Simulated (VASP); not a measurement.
A run of VASP 6.6.1 is set up as follows.

File INCAR:

```
PREC = Accurate ; ENCUT = 750
EDIFF = 1E-6 ; ISMEAR = 0
SIGMA = 0.01 ; LREAL = F
LASPH = T ; NELM = 200
ALGO = Normal ; ISIF = 2
LWAVE = F ; LCHARG = F
MAGMOM = 0 0 0 0 0 0 ; LORBIT = 11
LSORBIT = T ; GGA_COMPAT = F
LORBMOM = T ; GGA = PS
NBANDS = 22
```

The input KPOINTS:

```
Automatic mesh
0
Gamma
  8 8 8
```

Contents of POSCAR:

```
LiBr
1.0
    2.7061252976      2.7061252976      0.0000000000
   -2.7061252976      2.7061252976      0.0000000000
    0.0000000000      2.7061252976      2.7061252976
Li Br
1 1
Direct
    0.0000000000      0.0000000000      0.0000000000
    0.5000000000      0.5000000000      0.0000000000
```

Potentials or basis: VASP PAW PBE potentials, release 64 (Li_sv, Br).

Launch:

```sh
$ cat potpaw_PBE.64/Li_sv/POTCAR potpaw_PBE.64/Br/POTCAR > POTCAR
$ mpirun -np 1 vasp_ncl > vasp.out
```

(1) What does it give for the net moment?

(2) Predict the pressure.

Results:

(1) 0.00 μB per cell.

(2) 0.0 GPa.

Caveat: the PAW data sets were made with another functional, which shifts forces and pressure a little.
